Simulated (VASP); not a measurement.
# Au (P-1) in VASP: a series of runs

The runs below take Au through single point, with PBEsol.

Program: VASP 6.6.1. These are calculated values, not measurements. Logs are shortened: lines on timing, memory, paths and dates and some standing lists are left out, and cuts for length are marked.

**1. The cell of the first run**

The typed cell holds 2 atoms: a = 2.815 Å, b = 2.820 Å, c = 5.191 Å, α = 103.14°, β = 102.66°, γ = 90.26°.

**2. Single point, PBEsol**

INCAR reads:

```
PREC = Accurate
ENCUT = 520
EDIFF = 1E-6
ISMEAR = -1
SIGMA = 0.05
LREAL = False
LASPH = True
NELM = 100
ALGO = Fast
ISIF = 2
LWAVE = False
LCHARG = False
GGA = PS
NBANDS = 18
```

KPOINTS reads:

```
regular mesh
0
Gamma
  10 10 6
```

POSCAR reads:

```
Au
1.0
    2.8154890579      0.0000000000      0.0000000000
   -0.0129553469      2.8201795887      0.0000000000
   -1.1378916452     -1.1854109603      4.9240140333
Au
2
Direct
    0.6728620000      0.6659620000      0.2740550000
    0.3271380000      0.3340380000      0.7259450000
```

Potentials or basis: VASP PAW PBE potentials, release 64 (Au).

Started as:

```console
$ cat potpaw_PBE.64/Au/POTCAR > POTCAR
$ mpirun -np 1 vasp_std > vasp.out
```

OUTCAR:

```text
PREC = Accurate
   ENCUT = 520
   EDIFF = 1E-6
   ISMEAR = -1
   LREAL = False
   LASPH = True
   NELM = 100
   ISIF = 2
   GGA = PS

 ion  position               nearest neighbor table
   1  0.673  0.666  0.274-   2 2.74   2 2.92   2 2.98   2 3.00   2 3.05
   2  0.327  0.334  0.726-   1 2.74   1 2.92   1 2.98   1 3.00   1 3.05

  LATTYP: Found a triclinic cell.
 ALAT       =     2.8154890579
 B/A-ratio  =     1.4186468224
 C/A-ratio  =     2.8424930260
 COS(alpha) =     0.0022337933
 COS(beta)  =     0.5581870929
 COS(gamma) =     0.7081406305

  Lattice vectors:

 A1 = (  -2.8154890579,   0.0000000000,   0.0000000000)
 A2 = (  -2.8284444048,   2.8201795887,   0.0000000000)
 A3 = (  -4.4671757768,  -4.4549482171,  -4.9240140333)

Analysis of symmetry for initial positions (statically):
=====================================================================
 Subroutine PRICEL returns:
 Original cell was already a primitive cell.

 Routine SETGRP: Setting up the symmetry group for a
 triclinic supercell.

 Subroutine GETGRP returns: Found  2 space group operations
 (whereof  2 operations were pure point group operations)
 out of a pool of  2 trial point group operations.

The static configuration has the point symmetry S_2 .

Analysis of symmetry for dynamics (positions and initial velocities):
=====================================================================
 Subroutine PRICEL returns:
 Original cell was already a primitive cell.

 Routine SETGRP: Setting up the symmetry group for a
 triclinic supercell.

 Subroutine GETGRP returns: Found  2 space group operations
 (whereof  2 operations were pure point group operations)
 out of a pool of  2 trial point group operations.

The dynamic configuration has the point symmetry S_2 .

 Subroutine INISYM returns: Found  2 space group operations
 (whereof  2 operations are pure point group operations),
 and found     1 'primitive' translations

----------------------------------------------------------------------------------------

                                     Primitive cell

  volume of cell :      39.0976

  direct lattice vectors                    reciprocal lattice vectors
     2.815489058  0.000000000  0.000000000     0.355178081  0.001631618  0.082470989
    -0.012955347  2.820179589  0.000000000     0.000000000  0.354587348  0.085363633
    -1.137891645 -1.185410960  4.924014033     0.000000000  0.000000000  0.203086342

  length of vectors
     2.815489058  2.820209346  5.190945072     0.364630766  0.364717887  0.203086342

  position of ions in fractional coordinates (direct lattice)
     0.672862000  0.665962000  0.274055000
     0.327138000  0.334038000  0.725945000

  ion indices of the primitive-cell ions
   primitive index   ion index
                 1           1
                 2           2

----------------------------------------------------------------------------------------

 KPOINTS: regular mesh

Automatic generation of k-mesh.
 Grid dimensions read from file:
 generate k-points for:   10   10    6

 Generating k-lattice:

  Cartesian coordinates                     Fractional coordinates (reciprocal lattice)
     0.035517808  0.000163162  0.008247099     0.100000000  0.000000000  0.000000000
     0.000000000  0.035458735  0.008536363     0.000000000  0.100000000  0.000000000
     0.000000000  0.000000000  0.033847724     0.000000000  0.000000000  0.166666667

  Length of vectors
     0.036463077  0.036471789  0.033847724

  Shift w.r.t. Gamma in fractional coordinates (k-lattice)
     0.000000000  0.000000000  0.000000000

 Subroutine IBZKPT returns following result:
 ===========================================

 Found    304 irreducible k-points:

 Following reciprocal coordinates:
            Coordinates               Weight
  0.000000  0.000000  0.000000      1.000000
  0.100000  0.000000  0.000000      2.000000
  0.200000  0.000000  0.000000      2.000000
  0.300000  0.000000  0.000000      2.000000
  0.400000  0.000000  0.000000      2.000000
  0.500000  0.000000  0.000000      1.000000
[... 16 lines left out ...]
 -0.400000  0.200000  0.000000      2.000000
 -0.300000  0.200000  0.000000      2.000000
 [... further k-points ...]
   k-points           NKPTS =    304   k-points in BZ     NKDIM =    304   number of bands    NBANDS=     18
   number of dos      NEDOS =    301   number of ions     NIONS =      2
   total plane-waves  NPLWV =  23040
   dimension x,y,z NGX =    24 NGY =   24 NGZ =   40
   dimension x,y,z NGXF=    48 NGYF=   48 NGZF=   80
   ions per type =               2
   NGX,Y,Z   is equivalent  to a cutoff of  14.17, 14.15, 12.81 a.u.
   NGXF,Y,Z  is equivalent  to a cutoff of  28.34, 28.30, 25.62 a.u.
 SYSTEM =  unknown system
   PREC   = accura    normal or accurate (medium, high low for compatibility)
   ISTART =      0    job   : 0-new  1-cont  2-samecut
   ICHARG =      2    charge: 1-file 2-atom 10-const
   ISPIN  =      1    spin polarized calculation?
   LNONCOLLINEAR =      F non collinear calculations
   LSORBIT =      F    spin-orbit coupling
   LASPH  =      T    aspherical Exc in radial PAW
   ENCUT  =  520.0 eV  38.22 Ry    6.18 a.u.   5.23  5.24  9.65*2*pi/ulx,y,z
   NELM   =    100;   NELMIN=  2; NELMDL= -5     # of ELM steps
   EDIFF  = 0.1E-05   stopping-criterion for ELM
   LREAL  =      F    real-space projection
   EDIFFG = 0.1E-04   stopping-criterion for IOM
   NSW    =      0    number of steps for IOM
   IBRION =     -1    ionic relax: 0-MD 1-quasi-New 2-CG
   NFREE  =      0    steps in history (QN), initial steepest desc. (CG)
   ISIF   =      2    stress and relaxation
   ISYM   =      2    0-nonsym 1-usesym 2-fastsym
   POTIM  = 0.5000    time-step for ionic-motion
   TEBEG  =    0.0;   TEEND  =   0.0 temperature during run
   PSTRESS=    0.0 pullay stress
   NELECT =      22.0000    total number of electrons
   NUPDOWN=      -1.0000    fix difference up-down
   EMIN   =  10.00;   EMAX   =-10.00  energy-range for DOS
   EFERMI =   0.00;   METHOD = LEGACY
   ISMEAR =    -1;   SIGMA  =   0.05  broadening in eV -4-tet -1-fermi 0-gaus
   EFERMI_NEDOS =   21; number of points for ismear=-14 and -15
   IALGO  =     68    algorithm
   IMIX   =      4    mixing-type and parameters
     AMIX     =   0.40;   BMIX     =  1.00
     AMIX_MAG =   1.60;   BMIX_MAG =  1.00
  volume/ion in A,a.u.               =      19.55       131.92
  Fermi-wavevector in a.u.,A,eV,Ry     =   1.351551  2.554061 24.853627  1.826690
  Thomas-Fermi vector in A             =   2.478963
   LORBIT       =      0    0 simple, 1 ext, 2 COOP (PROOUT), +10 PAW based schemes
   GGA     = PS    functional components
   LHFCALC =     F    Hartree Fock is set to
   AEXX    =    0.0000 exact exchange contribution
   IVDW    =     0    specifies the selected vdW correction
   LEPSILON=     F    determine dielectric tensor
   LRPA    =     F    only Hartree local field effects (RPA)
 non-spin polarized calculation
 RMM-DIIS sequential band-by-band and
  energy-cutoff  :      520.00
  volume of cell :       39.10
 maximum number of plane-waves:      1074
 NGX is ok and might be reduce to    24

 number of electron      22.0000000 magnetization

 Free energy of the ion-electron system (eV)
  ---------------------------------------------------
  ext. energy  EPLUGINS =         0.00000000
  ---------------------------------------------------
  free energy    TOTEN  =        -7.49882856 eV

  energy without entropy =       -7.49518557  energy(sigma->0) =       -7.49700707

 E-fermi :   6.9757     XC(G=0): -12.0048

 val. band max:        6.9675289528   @ k =   0.0000   0.0000   0.0000
 cond. band min:       6.9895407448   @ k =   0.4000   0.3000   0.0000
 fundamental gap:      0.0220117920
 Fermi energy:         6.9757222504

 k-point     1 :       0.0000    0.0000    0.0000
  band No.  band energies     occupation
      1      -1.5137      2.00000
      2       0.9921      2.00000
      3       1.3172      2.00000
      4       1.8386      2.00000
      5       2.3988      2.00000
      6       4.1542      2.00000
[... 10 lines left out ...]
     17      22.7512      0.00000
     18      24.5867      0.00000

 k-point     2 :       0.1000    0.0000    0.0000
  band No.  band energies     occupation
      1      -1.2698      2.00000
      2       1.1465      2.00000
      3       1.4620      2.00000
      4       1.9604      2.00000
      5       2.4892      2.00000
      6       3.9528      2.00000
[... 10 lines left out ...]
     17      23.0234      0.00000
     18      24.6112      0.00000

 k-point     3 :       0.2000    0.0000    0.0000
  band No.  band energies     occupation
      1      -0.6068      2.00000
      2       1.3299      2.00000
      3       2.0533      2.00000
      4       2.1822      2.00000
      5       2.8509      2.00000
      6       3.3115      2.00000
[... 10 lines left out ...]
     17      23.8189      0.00000
     18      24.1607      0.00000

 k-point     4 :       0.3000    0.0000    0.0000
  band No.  band energies     occupation
      1       0.2429      2.00000
      2       1.4522      2.00000
      3       2.2404      2.00000
      4       2.5773      2.00000
      5       2.8504      2.00000
      6       3.5074      2.00000
[... 375 lines left out ...]
      4       2.5198      2.00000
      5       2.9355      2.00000
      6       3.3479      2.00000
[... 10 lines left out ...]
     17      20.7783      0.00000
     18      21.8239      0.00000

 k-point    23 :      -0.4000    0.2000    0.0000
  band No.  band energies     occupation
      1       1.2593      2.00000
      2       2.0823      2.00000
      3       2.1964      2.00000
      4       2.5613      2.00000
      5       2.9523      2.00000
      6       3.3316      2.00000
[... 10 lines left out ...]
     17      20.5581      0.00000
     18      22.2541      0.00000

 k-point    24 :      -0.3000    0.2000    0.0000
  band No.  band energies     occupation
      1       0.8182      2.00000
      2       2.2498      2.00000
      3       2.2959      2.00000
      4       2.6278      2.00000
      5       2.8946      2.00000
      6       3.3381      2.00000
[... 10 lines left out ...]
     17      19.5367      0.00000
     18      23.9930      0.00000

 [... further k-points ...]

------------------------ aborting loop because EDIFF is reached ----------------------------------------

  FORCE on cell =-STRESS in cart. coord.  units (eV):
  Direction    XX          YY          ZZ          XY          YZ          ZX
  --------------------------------------------------------------------------------------
  -------------------------------------------------------------------------------------
  Total       -2.1231791     -2.1824600     -1.6521024      0.0555423      0.1113149      0.1465857
  in kB      -87.0056213    -89.4348933    -67.7014001      2.2760664      4.5615664      6.0069259
  external PRESSURE =     -81.3806382 kB  Pullay stress =       0.0000000 kB

 VOLUME and BASIS-vectors are now :
 -----------------------------------------------------------------------------
  energy-cutoff  :      520.00
  volume of cell :       39.10
      direct lattice vectors                 reciprocal lattice vectors
     2.815489058  0.000000000  0.000000000     0.355178081  0.001631618  0.082470989
    -0.012955347  2.820179589  0.000000000     0.000000000  0.354587348  0.085363633
    -1.137891645 -1.185410960  4.924014033     0.000000000  0.000000000  0.203086342

 POSITION                                       TOTAL-FORCE (eV/Angst)
 -----------------------------------------------------------------------------------
      1.57396      1.55326      1.34945         0.023517      0.021045      0.126228
      0.09068      0.08150      3.57456        -0.023517     -0.021045     -0.126228
 -----------------------------------------------------------------------------------
    total drift:                                0.000000     -0.000000      0.000000

  FREE ENERGIE OF THE ION-ELECTRON SYSTEM (eV)
  ---------------------------------------------------
  free  energy   TOTEN  =        -7.4988285610 eV

  energy  without entropy=       -7.4951855719  energy(sigma->0) =       -7.49700707
```

Wall time 61 s (1 thread of Intel Xeon 6975P-C (Granite Rapids), shared host); peak memory 0.29 GiB.

Results:

```yaml
Free_energy: -7.4988 eV
Pressure: -8.1 GPa
Largest_force: 0.130 eV/Å
Band_gap_on_the_k_mesh: zero (band 11 reaches 10.34 eV, above the bottom of band 12 at 5.39 eV)
```

Forces in eV/Å, atoms in the order of the input:
```
Au   0.024  0.021  0.126
Au  -0.024 -0.021 -0.126
```

Levels at points of the mesh, in eV from the Fermi level:
```
           k point  band 9  band 10  band 11  band 12  band 13  band 14
(0.00, 0.00, 0.00)   -2.20    -1.96    -1.58    -0.01     2.71    13.98
(0.50, 0.00, 0.00)   -2.25    -1.76     0.48     1.15     2.81     5.52
(0.00, 0.50, 0.00)   -2.23    -1.80     0.43     1.16     2.66     5.48
(0.50, 0.50, 0.00)   -0.78    -0.77     2.70     4.64     5.98     6.62
(0.00, 0.00, 0.50)   -1.91    -1.68    -1.57    -1.53     9.33    11.50
(0.50, 0.00, 0.50)   -1.97    -1.96     0.05     1.31     1.71     4.92
(0.00, 0.50, 0.50)   -2.02    -1.95     0.08     1.35     1.67     4.95
(0.50, 0.50, 0.50)   -0.79    -0.76     3.03     5.24     5.55     6.60
```

Caveat: the PAW data sets were made with another functional, which shifts forces and pressure a little; spin-orbit coupling is left out, which moves the levels of the heavy elements.

**3. Single point, PBEsol (atoms moved at random)**

INCAR reads:

```
SYSTEM = Au
PREC = Accurate ; ENCUT = 520
EDIFF = 1E-7 ; ISMEAR = -1
SIGMA = 0.05 ; LREAL = .False.
LASPH = .True. ; NELM = 80
ALGO = Fast ; ISIF = 2
LWAVE = .False. ; LCHARG = .False.
GGA = PS ; NBANDS = 18
```

KPOINTS reads:

```
Automatic mesh
0
Gamma
  10 10 6
  0 0 0
```

POSCAR reads:

```
Au
1.0
    2.8154890579      0.0000000000      0.0000000000
   -0.0129553469      2.8201795887      0.0000000000
   -1.1378916452     -1.1854109603      4.9240140333
Au
2
Direct
    0.6669780000      0.6345200000      0.2717050000
    0.3283250000      0.3241780000      0.7250720000
```

Potentials or basis: VASP PAW PBE potentials, release 64 (Au).

Started as:

```console
$ cat potpaw_PBE.64/Au/POTCAR > POTCAR
$ mpirun -np 1 vasp_std > vasp.out
```

Wall time 69 s (1 thread of Intel Xeon 6975P-C (Granite Rapids), shared host); peak memory 0.29 GiB.

It converged, with:

```
Free energy            : -7.4952 eV
Pressure               : -8.1 GPa
Largest force          : 0.226 eV/Å
Band gap on the k mesh : zero (band 11 reaches 10.32 eV, above the bottom of band 12 at 5.38 eV)
```

Forces on the atoms (eV/Å):
```
Au   0.040  0.040  0.219
Au  -0.040 -0.040 -0.219
```

Stress tensor (GPa, compression positive):
```
-8.84  0.13  0.53
 0.13 -9.10  0.20
 0.53  0.20 -6.27
```

Levels at points of the mesh, in eV from the Fermi level:
| k point | band 7 | band 8 | band 9 | band 10 | band 11 | band 12 | band 13 | band 14 | band 15 | band 16 |
| --- | --- | --- | --- | --- | --- | --- | --- | --- | --- | --- |
| (0.00, 0.00, 0.00) | -2.79 | -2.30 | -2.23 | -1.96 | -1.57 | -0.01 | 2.74 | 14.05 | 14.29 | 15.65 |
| (0.50, 0.00, 0.00) | -3.25 | -2.83 | -2.27 | -1.74 | 0.46 | 1.17 | 2.79 | 5.53 | 9.59 | 11.66 |
| (0.00, 0.50, 0.00) | -3.21 | -2.71 | -2.22 | -1.83 | 0.36 | 1.20 | 2.58 | 5.54 | 9.41 | 12.04 |
| (0.50, 0.50, 0.00) | -2.16 | -1.34 | -0.79 | -0.76 | 2.71 | 4.75 | 5.96 | 6.69 | 7.20 | 8.91 |
| (0.00, 0.00, 0.50) | -3.40 | -2.92 | -1.90 | -1.65 | -1.57 | -1.49 | 9.38 | 11.45 | 12.30 | 12.50 |
| (0.50, 0.00, 0.50) | -2.59 | -2.37 | -2.01 | -1.92 | 0.08 | 1.33 | 1.70 | 4.90 | 9.89 | 14.39 |
| (0.00, 0.50, 0.50) | -2.75 | -2.41 | -2.11 | -1.88 | 0.18 | 1.39 | 1.68 | 4.90 | 10.01 | 14.00 |
| (0.50, 0.50, 0.50) | -2.22 | -1.50 | -0.79 | -0.75 | 2.96 | 5.24 | 5.59 | 6.55 | 7.15 | 8.49 |

Caveat: the cell differs from its parent crystal (atoms moved at random); the PAW data sets were made with another functional, which shifts forces and pressure a little; spin-orbit coupling is left out, which moves the levels of the heavy elements.

**4. Single point, PBEsol (volume scaled by 1.02)**

INCAR reads:

```
PREC = Accurate ; ENCUT = 520
EDIFF = 1E-6 ; ISMEAR = -1
SIGMA = 0.05 ; LREAL = F
LASPH = T ; NELM = 60
ALGO = Fast ; ISIF = 2
LWAVE = F ; LCHARG = F
GGA = PS ; NBANDS = 18
```

KPOINTS reads:

```
Automatic mesh
0
Gamma
  10 10 6
```

POSCAR reads:

```
Au
1.0
    2.8341352242      0.0000000000      0.0000000000
   -0.0130411464      2.8388568190      0.0000000000
   -1.1454275711     -1.1932615928      4.9566243481
Au
2
Direct
    0.6728620000      0.6659620000      0.2740550000
    0.3271380000      0.3340380000      0.7259450000
```

Started as:

```console
$ cat potpaw_PBE.64/Au/POTCAR > POTCAR
$ mpirun -np 1 vasp_std > vasp.out
```

It took 60 s on 1 thread of Intel Xeon 6975P-C (Granite Rapids), shared host; peak memory 0.29 GiB.

The run converged. Its results:

| Property | Result |
| --- | --- |
| Free energy | -7.4549 eV |
| Pressure | -10.0 GPa |
| Largest force | 0.148 eV/Å |
| Band gap on the k mesh | zero (band 11 reaches 10.07 eV, above the bottom of band 12 at 5.11 eV) |

Forces on the atoms (eV/Å):
```
Au   0.019  0.017  0.146
Au  -0.019 -0.017 -0.146
```

Stress tensor (GPa, compression positive):
```
-10.53   0.21   0.41
  0.21 -10.73   0.31
  0.41   0.31  -8.75
```

Levels at points of the mesh, in eV from the Fermi level:
```csv
k point,band 7,band 8,band 9,band 10,band 11,band 12,band 13,band 14,band 15,band 16
"(0.00, 0.00, 0.00)",-2.76,-2.24,-2.18,-1.95,-1.58,0.06,2.62,13.85,13.97,15.39
"(0.50, 0.00, 0.00)",-3.19,-2.81,-2.23,-1.75,0.46,1.10,2.80,5.40,9.57,11.42
"(0.00, 0.50, 0.00)",-3.16,-2.76,-2.21,-1.79,0.41,1.10,2.66,5.36,9.53,11.64
"(0.50, 0.50, 0.00)",-2.14,-1.34,-0.81,-0.80,2.72,4.58,5.83,6.56,7.09,8.83
"(0.00, 0.00, 0.50)",-3.32,-2.91,-1.90,-1.68,-1.57,-1.53,9.22,11.34,12.28,12.43
"(0.50, 0.00, 0.50)",-2.52,-2.33,-1.95,-1.92,0.05,1.33,1.65,4.79,9.76,14.23
"(0.00, 0.50, 0.50)",-2.61,-2.33,-1.98,-1.93,0.09,1.35,1.64,4.82,9.75,13.98
"(0.50, 0.50, 0.50)",-2.26,-1.59,-0.82,-0.79,3.04,5.19,5.40,6.53,6.97,8.50
```

Caveat: the PAW data sets were made with another functional, which shifts forces and pressure a little; spin-orbit coupling is left out, which moves the levels of the heavy elements.

**5. Summary**

| cell | further INCAR settings | gap on the mesh (eV) | pressure (GPa) | largest force (eV/Å) |
| --- | --- | --- | --- | --- |
| a = 2.815, b = 2.820, c = 5.191 Å, angles 103.1, 102.7, 90.3°, 2 atoms | ALGO = Fast; EDIFF = 1e-06; NBANDS = 18 | none | -8.1 | 0.13 |
| a = 2.815, b = 2.820, c = 5.191 Å, angles 103.1, 102.7, 90.3°, 2 atoms | ALGO = Fast; EDIFF = 1e-07; NBANDS = 18 | none | -8.1 | 0.23 |
| a = 2.834, b = 2.839, c = 5.225 Å, angles 103.1, 102.7, 90.3°, 2 atoms | ALGO = Fast; EDIFF = 1e-06; NBANDS = 18 | none | -10.0 | 0.15 |

Some of these runs hold the atoms at other places in the same cell, which the table doesn't show; runs alike in all that it shows share one row.

Alike in all rows: task single point; level PBEsol; potentials or basis VASP PAW PBE potentials, release 64 (Au); no spin polarisation; k mesh 10 × 10 × 6; cutoff (eV) 520; smearing fermi-dirac 0.05 eV.

Caveats: the PAW data sets were made with another functional, which shifts forces and pressure a little; spin-orbit coupling is left out, which moves the levels of the heavy elements.

Total energies depend on the potentials used, so only differences within one code and one set of settings carry meaning.
